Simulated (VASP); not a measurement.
# MgO (Fm-3m) in VASP: further runs

MgO is run at these levels: PBEsol; tasks: single point.

All numbers are computed with VASP 6.6.1; they aren't measurements. Logs are shortened: lines on timing, memory, paths and dates and some standing lists are left out, and cuts for length are marked.

**Experimental background.**

From “Electronic structure of alkaline earth and post-transition metal oxides”, 2009, arxiv:0908.1581, for a bulk crystal of MgO: band gap 7.83 eV.

How close the calculation comes is told below.

## Step 1: The cell of the first run

The structure is cubic, space group Fm-3m (No. 225). Conventional cell: a = 4.212 Å, b = 4.212 Å, c = 4.212 Å, α = 90.00°, β = 90.00°, γ = 90.00°. Mg (site symmetry m-3m) has 6 O at 2.11 Å within 2.8 Å. Within 2.8 Å of O (site symmetry m-3m) lie 6 Mg at 2.11 Å.

## Step 2: Single point, PBEsol

INCAR

```
SYSTEM = MgO
  ALGO = Normal
  EDIFF = 1E-6
  ENCUT = 520
  GGA = PS
  ISIF = 2
  ISMEAR = -1
  LASPH = .True.
  LCHARG = .False.
  LREAL = .False.
  LWAVE = .False.
  NBANDS = 11
  NELM = 60
  PREC = Accurate
  SIGMA = 0.05
```

KPOINTS

```
k-points
0
Gamma
  8 8 8
  0 0 0
```

POSCAR

```
MgO
1.0
    0.0000000000      2.1060000000      2.1060000000
    2.1060000000      0.0000000000      2.1060000000
    2.1060000000      2.1060000000      0.0000000000
Mg O
1 1
Direct
    0.0000000000      0.0000000000      0.0000000000
    0.5000000000      0.5000000000      0.5000000000
```

Potentials or basis: VASP PAW PBE potentials, release 64 (Mg, O).

Command:

```bash
cat potpaw_PBE.64/Mg/POTCAR potpaw_PBE.64/O/POTCAR > POTCAR
mpirun -np 1 vasp_std > vasp.out
```

OUTCAR:

```text
SYSTEM = MgO
   EDIFF = 1E-6
   ENCUT = 520
   GGA = PS
   ISIF = 2
   ISMEAR = -1
   LASPH = .True.
   LREAL = .False.
   NELM = 60
   PREC = Accurate

 ion  position               nearest neighbor table
   1  0.000  0.000  0.000-   2 2.11   2 2.11   2 2.11   2 2.11   2 2.11   2 2.11
   2  0.500  0.500  0.500-   1 2.11   1 2.11   1 2.11   1 2.11   1 2.11   1 2.11

  LATTYP: Found a face centered cubic cell.
 ALAT       =     4.2120000000

  Lattice vectors:

 A1 = (   0.0000000000,   2.1060000000,   2.1060000000)
 A2 = (   2.1060000000,   0.0000000000,   2.1060000000)
 A3 = (   2.1060000000,   2.1060000000,   0.0000000000)

Analysis of symmetry for initial positions (statically):
=====================================================================
 Subroutine PRICEL returns:
 Original cell was already a primitive cell.

 Routine SETGRP: Setting up the symmetry group for a
 face centered cubic supercell.

 Subroutine GETGRP returns: Found 48 space group operations
 (whereof 48 operations were pure point group operations)
 out of a pool of 48 trial point group operations.

The static configuration has the point symmetry O_h .

Analysis of symmetry for dynamics (positions and initial velocities):
=====================================================================
 Subroutine PRICEL returns:
 Original cell was already a primitive cell.

 Routine SETGRP: Setting up the symmetry group for a
 face centered cubic supercell.

 Subroutine GETGRP returns: Found 48 space group operations
 (whereof 48 operations were pure point group operations)
 out of a pool of 48 trial point group operations.

The dynamic configuration has the point symmetry O_h .

 Subroutine INISYM returns: Found 48 space group operations
 (whereof 48 operations are pure point group operations),
 and found     1 'primitive' translations

----------------------------------------------------------------------------------------

                                     Primitive cell

  volume of cell :      18.6812

  direct lattice vectors                    reciprocal lattice vectors
     0.000000000  2.106000000  2.106000000    -0.237416904  0.237416904  0.237416904
     2.106000000  0.000000000  2.106000000     0.237416904 -0.237416904  0.237416904
     2.106000000  2.106000000  0.000000000     0.237416904  0.237416904 -0.237416904

  length of vectors
     2.978333762  2.978333762  2.978333762     0.411218140  0.411218140  0.411218140

  position of ions in fractional coordinates (direct lattice)
     0.000000000  0.000000000  0.000000000
     0.500000000  0.500000000  0.500000000

  ion indices of the primitive-cell ions
   primitive index   ion index
                 1           1
                 2           2

----------------------------------------------------------------------------------------

 KPOINTS: k-points

Automatic generation of k-mesh.
 Grid dimensions read from file:
 generate k-points for:    8    8    8

 Generating k-lattice:

  Cartesian coordinates                     Fractional coordinates (reciprocal lattice)
    -0.029677113  0.029677113  0.029677113     0.125000000  0.000000000  0.000000000
     0.029677113 -0.029677113  0.029677113     0.000000000  0.125000000  0.000000000
     0.029677113  0.029677113 -0.029677113     0.000000000  0.000000000  0.125000000

  Length of vectors
     0.051402268  0.051402268  0.051402268

  Shift w.r.t. Gamma in fractional coordinates (k-lattice)
     0.000000000  0.000000000  0.000000000

 Subroutine IBZKPT returns following result:
 ===========================================

 Found     29 irreducible k-points:

 Following reciprocal coordinates:
            Coordinates               Weight
  0.000000  0.000000  0.000000      1.000000
  0.125000  0.000000  0.000000      8.000000
  0.250000  0.000000  0.000000      8.000000
  0.375000  0.000000  0.000000      8.000000
  0.500000  0.000000  0.000000      4.000000
  0.125000  0.125000  0.000000      6.000000
[... 16 lines left out ...]
  0.500000  0.250000  0.125000     48.000000
 -0.375000  0.250000  0.125000     24.000000
 [... further k-points ...]
   k-points           NKPTS =     29   k-points in BZ     NKDIM =     29   number of bands    NBANDS=     11
   number of dos      NEDOS =    301   number of ions     NIONS =      2
   total plane-waves  NPLWV =  13824
   dimension x,y,z NGX =    24 NGY =   24 NGZ =   24
   dimension x,y,z NGXF=    48 NGYF=   48 NGZF=   48
   ions per type =               1   1
   NGX,Y,Z   is equivalent  to a cutoff of  13.40, 13.40, 13.40 a.u.
   NGXF,Y,Z  is equivalent  to a cutoff of  26.79, 26.79, 26.79 a.u.
 SYSTEM =  MgO
   PREC   = accura    normal or accurate (medium, high low for compatibility)
   ISTART =      0    job   : 0-new  1-cont  2-samecut
   ICHARG =      2    charge: 1-file 2-atom 10-const
   ISPIN  =      1    spin polarized calculation?
   LNONCOLLINEAR =      F non collinear calculations
   LSORBIT =      F    spin-orbit coupling
   LASPH  =      T    aspherical Exc in radial PAW
   ENCUT  =  520.0 eV  38.22 Ry    6.18 a.u.   5.54  5.54  5.54*2*pi/ulx,y,z
   NELM   =     60;   NELMIN=  2; NELMDL= -5     # of ELM steps
   EDIFF  = 0.1E-05   stopping-criterion for ELM
   LREAL  =      F    real-space projection
[... 7 lines left out ...]
   TEBEG  =    0.0;   TEEND  =   0.0 temperature during run
   PSTRESS=    0.0 pullay stress
   NELECT =       8.0000    total number of electrons
   NUPDOWN=      -1.0000    fix difference up-down
   EMIN   =  10.00;   EMAX   =-10.00  energy-range for DOS
   EFERMI =   0.00;   METHOD = LEGACY
   ISMEAR =    -1;   SIGMA  =   0.05  broadening in eV -4-tet -1-fermi 0-gaus
   EFERMI_NEDOS =   21; number of points for ismear=-14 and -15
   IALGO  =     38    algorithm
   IMIX   =      4    mixing-type and parameters
     AMIX     =   0.40;   BMIX     =  1.00
     AMIX_MAG =   1.60;   BMIX_MAG =  1.00
  volume/ion in A,a.u.               =       9.34        63.03
  Fermi-wavevector in a.u.,A,eV,Ry     =   1.233966  2.331857 20.717205  1.522672
  Thomas-Fermi vector in A             =   2.368675
   LORBIT       =      0    0 simple, 1 ext, 2 COOP (PROOUT), +10 PAW based schemes
   GGA     = PS    functional components
   LHFCALC =     F    Hartree Fock is set to
   AEXX    =    0.0000 exact exchange contribution
   IVDW    =     0    specifies the selected vdW correction
   LEPSILON=     F    determine dielectric tensor
   LRPA    =     F    only Hartree local field effects (RPA)
 non-spin polarized calculation
  energy-cutoff  :      520.00
  volume of cell :       18.68
 maximum number of plane-waves:       531
 NGX is ok and might be reduce to    24
   NGX = 11   NGY = 11   NGZ = 11

 number of electron       8.0000005 magnetization

 Free energy of the ion-electron system (eV)
  ---------------------------------------------------
  ext. energy  EPLUGINS =         0.00000000
  ---------------------------------------------------
  free energy    TOTEN  =       -12.51250055 eV

  energy without entropy =      -12.51250055  energy(sigma->0) =      -12.51250055

 E-fermi :   4.0569     XC(G=0): -11.3106

 val. band max:        3.0676960215   @ k =   0.0000   0.0000   0.0000
 cond. band min:       7.7023554344   @ k =   0.0000   0.0000   0.0000
 fundamental gap:      4.6346594129
 Fermi energy:         4.0568550985

 k-point     1 :       0.0000    0.0000    0.0000
  band No.  band energies     occupation
      1     -14.1384      2.00000
      2       3.0677      2.00000
      3       3.0677      2.00000
      4       3.0677      2.00000
      5       7.7024      0.00000
      6      18.6997      0.00000
      7      18.6997      0.00000
      8      18.6997      0.00000
      9      22.5425      0.00000
     10      24.4261      0.00000
     11      24.4261      0.00000

 k-point     2 :       0.1250    0.0000    0.0000
  band No.  band energies     occupation
      1     -13.9719      2.00000
      2       2.0972      2.00000
      3       2.9629      2.00000
      4       2.9629      2.00000
      5       8.6232      0.00000
      6      17.0081      0.00000
      7      19.0612      0.00000
      8      19.0612      0.00000
      9      23.4624      0.00000
     10      23.4624      0.00000
     11      24.7426      0.00000

 k-point     3 :       0.2500    0.0000    0.0000
  band No.  band energies     occupation
      1     -13.5386      2.00000
      2       0.3715      2.00000
      3       2.7216      2.00000
      4       2.7216      2.00000
      5      10.0565      0.00000
      6      15.4809      0.00000
      7      19.5689      0.00000
      8      19.5689      0.00000
      9      23.0625      0.00000
     10      23.0625      0.00000
     11      24.9304      0.00000

 k-point     4 :       0.3750    0.0000    0.0000
  band No.  band energies     occupation
      1     -13.0484      2.00000
      2      -1.0548      2.00000
      3       2.4947      2.00000
      4       2.4947      2.00000
      5      10.7330      0.00000
      6      15.3261      0.00000
      7      19.4100      0.00000
      8      19.4100      0.00000
      9      24.1466      0.00000
     10      24.3600      0.00000
     11      24.3600      0.00000
[... 239 lines left out ...]
 k-point    22 :       0.3750    0.2500    0.1250
  band No.  band energies     occupation
      1     -13.2277      2.00000
      2       0.0102      2.00000
      3       1.8957      2.00000
      4       2.4432      2.00000
      5      11.4696      0.00000
      6      14.3758      0.00000
      7      18.0303      0.00000
      8      20.4805      0.00000
      9      21.0248      0.00000
     10      25.3656      0.00000
     11      28.7512      0.00000

 k-point    23 :       0.5000    0.2500    0.1250
  band No.  band energies     occupation
      1     -12.8414      2.00000
      2      -0.6912      2.00000
      3       1.3102      2.00000
      4       2.1873      2.00000
      5      12.4417      0.00000
      6      14.5768      0.00000
      7      16.8772      0.00000
      8      20.0835      0.00000
      9      22.5998      0.00000
     10      25.3257      0.00000
     11      28.9564      0.00000

 k-point    24 :      -0.3750    0.2500    0.1250
  band No.  band energies     occupation
      1     -12.6692      2.00000
      2      -0.9906      2.00000
      3       1.0994      2.00000
      4       2.0664      2.00000
      5      12.5984      0.00000
      6      15.1478      0.00000
      7      16.4467      0.00000
      8      19.8386      0.00000
      9      23.4436      0.00000
     10      24.9946      0.00000
     11      29.0901      0.00000

 [... further k-points ...]
[... 5 lines left out ...]
  --------------------------------------------------------------------------------------
  -------------------------------------------------------------------------------------
  Total       -0.0315789     -0.0315789     -0.0315789     -0.0000000      0.0000000      0.0000000
  in kB       -2.7083365     -2.7083365     -2.7083365     -0.0000000      0.0000000      0.0000000
  external PRESSURE =      -2.7083365 kB  Pullay stress =       0.0000000 kB

 VOLUME and BASIS-vectors are now :
 -----------------------------------------------------------------------------
  energy-cutoff  :      520.00
  volume of cell :       18.68
      direct lattice vectors                 reciprocal lattice vectors
     0.000000000  2.106000000  2.106000000    -0.237416904  0.237416904  0.237416904
     2.106000000  0.000000000  2.106000000     0.237416904 -0.237416904  0.237416904
     2.106000000  2.106000000  0.000000000     0.237416904  0.237416904 -0.237416904

 POSITION                                       TOTAL-FORCE (eV/Angst)
 -----------------------------------------------------------------------------------
      0.00000      0.00000      0.00000         0.000000      0.000000      0.000000
      2.10600      2.10600      2.10600        -0.000000     -0.000000     -0.000000
 -----------------------------------------------------------------------------------
    total drift:                               -0.000000     -0.000000      0.000000

  FREE ENERGIE OF THE ION-ELECTRON SYSTEM (eV)
  ---------------------------------------------------
  free  energy   TOTEN  =       -12.5125005535 eV

  energy  without entropy=      -12.5125005534  energy(sigma->0) =      -12.51250055
```

Wall time 12 s (1 thread of AMD EPYC 7R13, shared host); peak memory 0.11 GiB.

Results:

| Item | Value |
| --- | --- |
| Free energy | -12.5125 eV |
| Pressure | -0.3 GPa |
| Band gap on the k mesh | 4.63 eV, direct |

Caveat: the PAW data sets were made with another functional, which shifts forces and pressure a little.

## Step 3: Single point, PBEsol

INCAR

```
  PREC = Accurate
  ENCUT = 600
  EDIFF = 1E-6
  ISMEAR = -1
  SIGMA = 0.05
  LREAL = F
  LASPH = T
  NELM = 120
  ALGO = Normal
  ISIF = 2
  LWAVE = F
  LCHARG = F
  GGA = PS
  NBANDS = 11
  GGA_COMPAT = F
```

KPOINTS

```
Automatic mesh
0
Gamma
  8 8 8
```

POSCAR is that of step 2.

Potentials or basis: VASP PAW PBE potentials, release 64 (Mg, O).

Command:

```bash
cat potpaw_PBE.64/Mg/POTCAR potpaw_PBE.64/O/POTCAR > POTCAR
mpirun -np 1 vasp_std > vasp.out
```

It took 14 s on 1 thread of Intel Xeon 8259CL, shared host; peak memory 0.14 GiB.

It converged, with:

```
Free energy            : -12.5154 eV
Pressure               : -0.5 GPa
Band gap on the k mesh : 4.64 eV, direct
```

Levels at points of the mesh, in eV from the valence-band top:
| k point | band 2 | band 3 | band 4 | band 5 | band 6 | band 7 |
| --- | --- | --- | --- | --- | --- | --- |
| (0.00, 0.00, 0.00) | 0.00 | 0.00 | 0.00 | 4.64 | 15.63 | 15.63 |
| (0.50, 0.00, 0.00) | -4.68 | -0.66 | -0.66 | 7.75 | 12.50 | 16.18 |
| (0.50, 0.50, 0.00) | -4.15 | -1.37 | -1.37 | 8.92 | 9.88 | 12.97 |

Caveat: the PAW data sets were made with another functional, which shifts forces and pressure a little.

## Step 4: Single point, PBEsol

INCAR

```
SYSTEM = MgO
PREC = Accurate ; ENCUT = 600
EDIFF = 1E-6 ; ISMEAR = 1
SIGMA = 0.3 ; LREAL = .FALSE.
LASPH = .TRUE. ; NELM = 120
ALGO = Normal ; ISIF = 2
LWAVE = .FALSE. ; LCHARG = .TRUE.
GGA = PS ; LELF = .TRUE.
LVHAR = .TRUE. ; NBANDS = 11
GGA_COMPAT = .FALSE.
```

KPOINTS

```
Automatic mesh
0
G
  8 8 8
  0 0 0
```

POSCAR is that of step 3.

Command:

```bash
cat potpaw_PBE.64/Mg/POTCAR potpaw_PBE.64/O/POTCAR > POTCAR
mpirun -np 1 vasp_std > vasp.out
```

Wall time 15 s (1 thread of Intel Xeon 8259CL, shared host); peak memory 0.14 GiB.

It converged, with:

```yaml
Free_energy: -12.5137 eV
Pressure: -0.5 GPa
Band_gap_on_the_k_mesh: 4.64 eV, direct
```

Levels at points of the mesh, in eV from the valence-band top:
| k point | band 1 | band 2 | band 3 | band 4 | band 5 | band 6 | band 7 | band 8 |
| --- | --- | --- | --- | --- | --- | --- | --- | --- |
| (0.00, 0.00, 0.00) | -17.21 | 0.00 | 0.00 | 0.00 | 4.64 | 15.64 | 15.64 | 15.64 |
| (0.50, 0.00, 0.00) | -15.89 | -4.68 | -0.66 | -0.66 | 7.75 | 12.50 | 16.18 | 16.18 |
| (0.50, 0.50, 0.00) | -15.63 | -4.15 | -1.37 | -1.37 | 8.92 | 9.88 | 12.97 | 18.84 |

Caveat: the PAW data sets were made with another functional, which shifts forces and pressure a little.

## Step 5: Single point, PBEsol

INCAR

```
SYSTEM = MgO
PREC = Accurate ; ENCUT = 600
EDIFF = 1E-6 ; ISMEAR = -1
SIGMA = 0.001 ; LREAL = .FALSE.
LASPH = .TRUE. ; NELM = 120
ALGO = Normal ; ISIF = 2
LWAVE = .FALSE. ; LCHARG = .FALSE.
GGA = PS ; NBANDS = 11
GGA_COMPAT = .FALSE.
```

KPOINTS is that of step 4.

POSCAR is that of step 4.

Command:

```bash
cat potpaw_PBE.64/Mg/POTCAR potpaw_PBE.64/O/POTCAR > POTCAR
mpirun -np 1 vasp_std > vasp.out
```

Run time: 13 s. Hardware: 1 thread of Intel Xeon 8259CL, shared host; peak memory 0.14 GiB.

It converged, with:

```
Free energy            : -12.5154 eV
Pressure               : -0.5 GPa
Band gap on the k mesh : 4.64 eV, direct
```

Levels at points of the mesh, in eV from the valence-band top:
```
           k point  band 1  band 2  band 3  band 4  band 5  band 6  band 7  band 8
(0.00, 0.00, 0.00)  -17.21    0.00    0.00    0.00    4.64   15.63   15.63   15.63
(0.50, 0.00, 0.00)  -15.89   -4.68   -0.66   -0.66    7.75   12.50   16.18   16.18
(0.50, 0.50, 0.00)  -15.63   -4.15   -1.37   -1.37    8.92    9.88   12.97   18.84
```

Caveat: the PAW data sets were made with another functional, which shifts forces and pressure a little.

## Step 6: Summary

| cutoff (eV) | smearing | gap on the mesh (eV) | pressure (GPa) |
| --- | --- | --- | --- |
| 520 | fermi-dirac 0.05 eV | 4.63 | -0.3 |
| 600 | fermi-dirac 0.05 eV | 4.64 | -0.5 |
| 600 | methfessel-paxton 0.3 eV | 4.64 | -0.5 |
| 600 | fermi-dirac 0.001 eV | 4.64 | -0.5 |

Alike in all rows: task single point; level PBEsol; potentials or basis VASP PAW PBE potentials, release 64 (Mg, O); no spin polarisation; cell as given; k mesh 8 × 8 × 8.

On the cell as given the gap runs from 4.63 eV (PBEsol) to 4.64 eV (PBEsol).

Caveats: the PAW data sets were made with another functional, which shifts forces and pressure a little.

Total energies depend on the potentials used, so only differences within one code and one set of settings carry meaning.

## Step 7: Against experiment

Step 2. Measured gap of MgO: 7.83 eV (quoted in “Electronic structure of alkaline earth and post-transition metal oxides”, 2009, arxiv:0908.1581). This calculation gives 4.63 eV (-3.20 eV). The value is that of PBEsol, without temperature or zero-point motion. Semilocal functionals fall short of measured gaps as a rule.

Step 3. A measured gap of MgO is 7.83 eV (quoted in “Electronic structure of alkaline earth and post-transition metal oxides”, 2009, arxiv:0908.1581); the calculated 4.64 eV misses it by -3.19 eV. The value is that of PBEsol, without temperature or zero-point motion. Semilocal functionals fall short of measured gaps as a rule.

Step 4. Measured gap of MgO: 7.83 eV (quoted in “Electronic structure of alkaline earth and post-transition metal oxides”, 2009, arxiv:0908.1581). This calculation gives 4.64 eV (-3.19 eV). The value is that of PBEsol, without temperature or zero-point motion. Semilocal functionals fall short of measured gaps as a rule.

Step 5. A measured gap of MgO is 7.83 eV (quoted in “Electronic structure of alkaline earth and post-transition metal oxides”, 2009, arxiv:0908.1581); the calculated 4.64 eV misses it by -3.19 eV. The value is that of PBEsol, without temperature or zero-point motion. Semilocal functionals fall short of measured gaps as a rule.
